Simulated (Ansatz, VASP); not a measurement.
# Ga3Se in VASP and in Ansatz

Contents of INCAR:

```
SYSTEM = Ga3Se
PREC = Accurate
ENCUT = 520
EDIFF = 1E-6
ISMEAR = 0
SIGMA = 0.1
LREAL = .False.
LASPH = .True.
NELM = 60
ALGO = Normal
ISIF = 2
LWAVE = .False.
LCHARG = .True.
GGA = PS
LELF = .True.
LVHAR = .True.
NBANDS = 30
```

Contents of KPOINTS:

```
regular mesh
0
Gamma
  10 10 10
  0 0 0
```

POSCAR

```
Ga3Se
1.0
    4.4324650000      0.0000000000      0.0000000000
    0.0000000000      4.4324650000      0.0000000000
    0.0000000000      0.0000000000      4.4324650000
Ga Se
3 1
Direct
    0.0000000000      0.5000000000      0.5000000000
    0.5000000000      0.0000000000      0.5000000000
    0.5000000000      0.5000000000      0.0000000000
    0.0000000000      0.0000000000      0.0000000000
```

Input for Ansatz:

```yaml
crystal:
  lattice:
    - [4.432465, 0.0, 0.0]
    - [0.0, 4.432465, 0.0]
    - [0.0, 0.0, 4.432465]
  atoms:
    - { symbol: Ga, position: [0.0, 0.5, 0.5] }
    - { symbol: Ga, position: [0.5, 0.0, 0.5] }
    - { symbol: Ga, position: [0.5, 0.5, 0.0] }
    - { symbol: Se, position: [0.0, 0.0, 0.0] }
basis:
  ecutwfc: 420
kpoints:
  mp_grid: { grid: [10, 10, 10] }
hamiltonian:
  xc: pbesol
scf:
  occupations: { method: gaussian, width: 0.1 }
output:
  forces: true
  stress: true
  eigenvalues: true
  populations: true
  write_density: true
  write_potential: true
  elf: true
  volumetric_format: npy
```

Alike in both runs: task single point; functional PBEsol; k mesh 10 × 10 × 10; occupations gaussian, width 0.1 eV; no spin polarisation.

|  | VASP | Ansatz |
| --- | --- | --- |
| version | VASP 6.6.1 | Ansatz 0.2.0 |
| potentials or method | VASP PAW PBE potentials, release 64 (Ga_d, Se), cutoff 520 eV | scalar-relativistic, plane waves, PAW |
| valence electrons in the cell | 45 | 55 |

|  | VASP | Ansatz | Ansatz less VASP |
| --- | --- | --- | --- |
| gap on the k mesh at the Fermi level (eV) | none | none | - |
| pressure (GPa) | -3.6 | -3.6 | -0.04 |

VASP's potentials were made for PBE, not for PBEsol. A gap of «none» marks a metal or a gap that the smearing closes. With one functional, cell and mesh, what is left measures potentials, basis and numerics. VASP's potentials hold 45 valence electrons a cell and Ansatz's 55, so a difference there can come from the potentials and not from the codes.
